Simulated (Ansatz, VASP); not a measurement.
SrO: VASP beside Ansatz

```
Sr O
1.0
     0.00000    2.44548    2.66065
     2.44548    0.00000    2.66065
     2.44548    2.44548    0.00000
Sr O
1 1
Direct
  0.50000 0.50000 0.50000
  0.00000 0.00000 0.00000
```

Change from the starting cell: epitaxial_xy strain -5.2%.

Alike in both runs: task single point; functional PBE; k mesh 8 × 8 × 8; occupations fermi-dirac, width 0.02 eV; no spin polarisation.

```csv
,VASP,Ansatz
version,VASP 6.6.1,Ansatz 0.2.0
potentials or method,"VASP PAW PBE potentials, release 64 (Sr_sv, O)","plane waves, PAW"
plane-wave cutoff (eV),520,420
valence electrons in the cell,16,16
```

|  | VASP | Ansatz | Ansatz less VASP |
| --- | --- | --- | --- |
| gap on the k mesh at the Fermi level (eV) | 3.01 | 3.05 | +0.043 |
| pressure (GPa) | 12.7 | 11.9 | -0.87 |
| traceless stress, the component that is largest in VASP (GPa) | -10.26 | -9.76 | +0.494 |
